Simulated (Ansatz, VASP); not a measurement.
Two plane-wave programs on Rh

INCAR

```
  PREC = Accurate
  ENCUT = 520
  EDIFF = 1E-6
  ISMEAR = 0
  SIGMA = 0.15
  LREAL = F
  LASPH = T
  NELM = 100
  ALGO = Fast
  ISIF = 2
  LWAVE = F
  LCHARG = F
  GGA = PS
  NBANDS = 14
```

KPOINTS

```
regular mesh
0
Gamma
  22 22 22
```

POSCAR

```
Rh
1.0
    0.0000000000      1.9490887500      1.9966275000
    1.9490887500      0.0000000000      1.9966275000
    1.9490887500      1.9490887500      0.0000000000
Rh
1
Direct
    0.0000000000      0.0000000000      0.0000000000
```

Input for Ansatz:

```yaml
crystal:
  lattice:
    - [0.0, 1.94908875, 1.9966275]
    - [1.94908875, 0.0, 1.9966275]
    - [1.94908875, 1.94908875, 0.0]
  atoms:
    - { symbol: Rh, position: [0.0, 0.0, 0.0] }
basis:
  ecutwfc: 420
kpoints:
  mp_grid: { grid: [22, 22, 22] }
hamiltonian:
  xc: pbesol
scf:
  occupations: { method: gaussian, width: 0.15 }
output:
  forces: true
  stress: true
  eigenvalues: true
```

Change from the starting cell: strain +0.025 along x and y, +0.050 along z, atoms carried along.

Alike in both runs: task single point; functional PBEsol; k mesh 22 × 22 × 22; occupations gaussian, width 0.15 eV; no spin polarisation.

|  | VASP | Ansatz |
| --- | --- | --- |
| version | VASP 6.6.1 | Ansatz 0.2.0 |
| potentials or method | VASP PAW PBE potentials, release 64 (Rh_pv), cutoff 520 eV | scalar-relativistic, plane waves, PAW |
| valence electrons in the cell | 15 | 17 |

|  | VASP | Ansatz | Ansatz less VASP |
| --- | --- | --- | --- |
| gap on the k mesh at the Fermi level (eV) | none | none | - |
| pressure (GPa) | -25.4 | -25.3 | +0.08 |
| traceless stress, the component that is largest in VASP (GPa) | -2.99 | -3.00 | -0.010 |

VASP's potentials were made for PBE, not for PBEsol. A gap of «none» marks a metal or a gap that the smearing closes. The functional is the same, so the differences come from potentials, cutoffs and numerics. VASP's potentials hold 15 valence electrons a cell and Ansatz's 17, so a difference there can come from the potentials and not from the codes.
